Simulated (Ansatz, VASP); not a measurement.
## InP: VASP beside Ansatz

Contents of INCAR:

```
PREC     = Accurate       # precision mode
ENCUT    = 520            # plane-wave cutoff, eV
EDIFF    = 1E-6           # SCF threshold, eV
ISMEAR   = 0              # smearing method
SIGMA    = 0.05           # smearing width, eV
LREAL    = F              # projectors in reciprocal space
LASPH    = T              # aspherical terms in the spheres
NELM     = 60             # most SCF steps
ALGO     = Normal         # electronic algorithm
ISIF     = 2              # what is computed and relaxed
LWAVE    = F              # write WAVECAR
LCHARG   = F              # write CHGCAR
GGA      = PE             # functional
NBANDS   = 16             # bands
```

KPOINTS

```
regular mesh
0
Gamma
  14 14 14
```

The input POSCAR:

```
InP
1.0
    0.0000000000      3.0189905508      3.0189905508
    3.0189905508      0.0000000000      3.0189905508
    3.0189905508      3.0189905508      0.0000000000
In P
1 1
Direct
    0.0000000000      0.0000000000      0.0000000000
    0.2500000000      0.2500000000      0.2500000000
```

Input for Ansatz:

```yaml
crystal:
  lattice:
    - [0.0, 3.0189905508, 3.0189905508]
    - [3.0189905508, 0.0, 3.0189905508]
    - [3.0189905508, 3.0189905508, 0.0]
  atoms:
    - { symbol: In, position: [0.0, 0.0, 0.0] }
    - { symbol: P, position: [0.25, 0.25, 0.25] }
basis:
  ecutwfc: 420
  ecutrho_ratio: 4
kpoints:
  mp_grid: { grid: [14, 14, 14] }
hamiltonian:
  xc: pbe
scf:
  occupations: { method: gaussian, width: 0.05 }
output:
  forces: true
  stress: true
  eigenvalues: true
```

Alike in both runs: task single point; functional PBE; k mesh 14 × 14 × 14; occupations gaussian, width 0.05 eV; no spin polarisation.

|  | VASP | Ansatz |
| --- | --- | --- |
| version | VASP 6.6.1 | Ansatz 0.2.0 |
| potentials or method | VASP PAW PBE potentials, release 64 (In_d, P), cutoff 520 eV | scalar-relativistic, plane waves, PAW |
| valence electrons in the cell | 18 | 18 |

```csv
,VASP,Ansatz,Ansatz less VASP
gap on the k mesh at the Fermi level (eV),0.23,0.23,+0.003
least direct gap on the mesh (eV),0.23,0.23,+0.003
pressure (GPa),-2.2,-2.1,+0.04
```
